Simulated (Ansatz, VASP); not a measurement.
**Au in VASP and in Ansatz**

```
Au
1.0
     2.87747    0.00000    0.00000
    -1.43873    2.49196    0.00000
     0.00000    0.00000    9.38951
Au
4
Direct
  0.00000 0.00000 0.00000
  0.00000 0.00000 0.50000
  0.33333 0.66667 0.25000
  0.66667 0.33333 0.75000
```

Alike in both runs: task single point; functional LDA; k mesh 12 × 12 × 4; occupations fermi-dirac, width 0.05 eV; no spin polarisation.

```csv
,VASP,Ansatz
version,VASP 6.6.1,Ansatz 0.2.0
potentials or method,"VASP PAW LDA potentials, release 64 (Au), cutoff 520 eV","all-electron LAPW, scalar-relativistic"
```

```tsv
	VASP	Ansatz	Ansatz less VASP
pressure (GPa)	-2.1	-2.6	-0.46
```

LDA's correlation is that of Perdew and Zunger in VASP and of Perdew and Wang (1992) in Ansatz. Ansatz ran all-electron here, and VASP with PAW potentials.

Neither program's run includes spin-orbit coupling.
